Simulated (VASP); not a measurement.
Wanted: the native input for a VASP 6.6.1 run.

```yaml
Task: single point
Functional: PBE
Potentials_or_basis: VASP PAW PBE potentials, release 64 (Ba_sv, Ti_sv, O)
Cutoff: 520 eV
k_mesh: 8 × 8 × 8
Occupations: gaussian, width 0.05 eV
Spin: no spin polarisation
Hubbard_terms: Ti d U = 4.0 eV
Dipole_correction: no
Further_INCAR_settings: ALGO = Normal; EDIFF = 1e-06; NBANDS = 28
```

The structure of BaTiO3 lies in POSCAR:

```
BaTiO3
1.0
    3.9615697246      0.0000000000      0.0000000000
    0.0000000000      3.9615697246      0.0000000000
    0.0000000000      0.0000000000      3.9615697246
Ba Ti O
1 1 3
Direct
    0.5000000000      0.5000000000      0.5000000000
    0.0000000000      0.0000000000      0.0000000000
    0.5000000000      0.0000000000      0.0000000000
    0.0000000000      0.5000000000      0.0000000000
    0.0000000000      0.0000000000      0.5000000000
```

This cell differs from its parent crystal: the cell strained.

One way to write it, as run:

INCAR

```
PREC     = Accurate       # precision mode
ENCUT    = 520            # plane-wave cutoff, eV
EDIFF    = 1E-6           # SCF threshold, eV
ISMEAR   = 0              # smearing method
SIGMA    = 0.05           # smearing width, eV
LREAL    = F              # projectors in reciprocal space
LASPH    = T              # aspherical terms in the spheres
NELM     = 150            # most SCF steps
ALGO     = Normal         # electronic algorithm
ISIF     = 2              # what is computed and relaxed
LWAVE    = F              # write WAVECAR
LCHARG   = T              # write CHGCAR
LMAXMIX  = 4              # l up to which the mixer works
LDAU     = T              # DFT+U
LDAUTYPE = 2            
LDAUL    = -1 2 -1        # shell
LDAUU    = 0 4 0          # U, eV
LDAUJ    = 0 0 0        
LDAUPRINT= 1            
GGA      = PE             # functional
LELF     = T              # ELF
LVHAR    = T            
NBANDS   = 28             # bands
```

KPOINTS

```
regular mesh
0
Gamma
  8 8 8
```

Potentials or basis: VASP PAW PBE potentials, release 64 (Ba_sv, Ti_sv, O).

Launch:

```console
$ cat potpaw_PBE.64/Ba_sv/POTCAR potpaw_PBE.64/Ti_sv/POTCAR potpaw_PBE.64/O/POTCAR > POTCAR
$ mpirun -np 1 vasp_std > vasp.out
```

Results of the run:

```json
{
  "Pressure": "13.3 GPa",
  "Band gap on the k mesh": "2.29 eV (least direct gap 2.45 eV)"
}
```

Caveat: the cell differs from its parent crystal (the cell strained); the cell stands under pressure; spin-orbit coupling is left out, which moves the levels of the heavy elements.

Wall time 56 s on 1 thread of Intel(R) Xeon(R) Platinum 8488C (Sapphire Rapids), on a shared host, peak memory 0.21 GiB.
